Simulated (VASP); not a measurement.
Input of a VASP 6.6.1 run:

INCAR

```
SYSTEM = Ti
PREC = Accurate ; ENCUT = 520
EDIFF = 1E-7 ; ISMEAR = -1
SIGMA = 0.15 ; LREAL = .False.
LASPH = .True. ; NELM = 100
ALGO = Normal ; ISIF = 2
LWAVE = .False. ; LCHARG = .False.
GGA = PS ; NBANDS = 12
```

Contents of KPOINTS:

```
regular mesh
0
Gamma
  14 14 14
  0 0 0
```

POSCAR

```
Ti
1.0
   -1.6002282092      1.6002282092      1.6002282092
    1.6002282092     -1.6002282092      1.6002282092
    1.6002282092      1.6002282092     -1.6002282092
Ti
1
Direct
    0.0000000000      0.0000000000      0.0000000000
```

Potentials or basis: VASP PAW PBE potentials, release 64 (Ti_sv).

Command:

```sh
$ cat potpaw_PBE.64/Ti_sv/POTCAR > POTCAR
$ mpirun -np 1 vasp_std > vasp.out
```

Problem. Estimate the band gap on the k mesh.

Solution. Zero (bands 6 and 7 overlap by 1.74 eV).

Problem. Predict the pressure.

Solution. 1.7 GPa.

Caveat: the PAW data sets were made with another functional, which shifts forces and pressure a little.
